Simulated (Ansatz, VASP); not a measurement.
## Ti5WC6: VASP beside Ansatz

```
CELL_PARAMETERS angstrom
3.06906 0.00000 0.00000
0.00000 3.06906 0.00000
0.00000 0.00000 12.98843
ATOMIC_POSITIONS crystal
Ti 0.00000 0.00000 0.83040
Ti 0.50000 0.50000 0.66563
Ti 0.00000 0.00000 0.50000
Ti 0.50000 0.50000 0.33437
Ti 0.00000 0.00000 0.16960
W 0.50000 0.50000 0.00000
C 0.00000 0.00000 0.66680
C 0.50000 0.50000 0.50000
C 0.00000 0.00000 0.33320
C 0.50000 0.50000 0.16591
C 0.00000 0.00000 0.00000
C 0.50000 0.50000 0.83409
```

Alike in both runs: task single point; functional PBE; k mesh 6 × 6 × 2; occupations gaussian, width 0.1 eV; no spin polarisation.

```csv
,VASP,Ansatz
version,VASP 6.6.1,Ansatz 0.2.0
potentials or method,"VASP PAW PBE potentials, release 64 (Ti_sv, W_sv, C), cutoff 520 eV","scalar-relativistic, plane waves, PAW"
valence electrons in the cell,98,98
```

```tsv
	VASP	Ansatz	Ansatz less VASP
gap on the k mesh at the Fermi level (eV)	none	none	-
pressure (GPa)	0.5	0.1	-0.34
traceless stress, the component that is largest in VASP (GPa)	0.43	0.43	+0.004
rms of the force components (eV/Å)	0.059	0.058	-0.0008
```

Atom by atom the forces differ by 0.004 eV/Å (rms over components). A gap of «none» marks a metal or a gap that the smearing closes. With one functional, cell and mesh, what is left measures potentials, basis and numerics.

Neither program's run includes spin-orbit coupling.
